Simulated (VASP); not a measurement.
A run of VASP 6.6.1:

The input INCAR:

```
PREC = Accurate
ENCUT = 600
EDIFF = 1E-7
ISMEAR = 0
SIGMA = 0.1
LREAL = F
LASPH = T
NELM = 60
ALGO = Normal
ISIF = 3
LWAVE = F
LCHARG = F
GGA = PS
IBRION = 2
NSW = 100
EDIFFG = -0.05
```

The input KPOINTS:

```
Automatic mesh
0
Gamma
  8 8 2
```

The input POSCAR:

```
SiC
1.0
    1.5389000000     -2.6675000000      0.0000000000
    1.5389000000      2.6675000000      0.0000000000
    0.0000000000      0.0000000000     15.1219000000
Si C
6 6
Direct
    0.1673000000      0.8327000000      0.3580000000
    0.8327000000      0.1673000000      0.8580000000
    0.5007000000      0.4993000000      0.0241000000
    0.4993000000      0.5007000000      0.5241000000
    0.8357000000      0.1643000000      0.1912400000
    0.1643000000      0.8357000000      0.6912400000
    0.4960000000      0.5040000000      0.1503000000
    0.5040000000      0.4960000000      0.6503000000
    0.1600000000      0.8400000000      0.4817000000
    0.8400000000      0.1600000000      0.9817000000
    0.8290000000      0.1710000000      0.3168000000
    0.1710000000      0.8290000000      0.8168000000
```

Potentials or basis: VASP PAW PBE potentials, release 64 (Si, C).

Command:

```console
$ cat potpaw_PBE.64/Si/POTCAR potpaw_PBE.64/C/POTCAR > POTCAR
$ mpirun -np 1 vasp_std > vasp.out
```

Hardware: 1 thread of AMD EPYC 7R43 64-Core Processor (Zen 3), on a shared host.

How long does it take, and how much memory?

It took 24 min on 1 thread of AMD EPYC 7R43 64-Core Processor (Zen 3), on a shared host, peak memory 0.35 GiB. Counts: scf iterations 50, k points 42, ion steps 6.
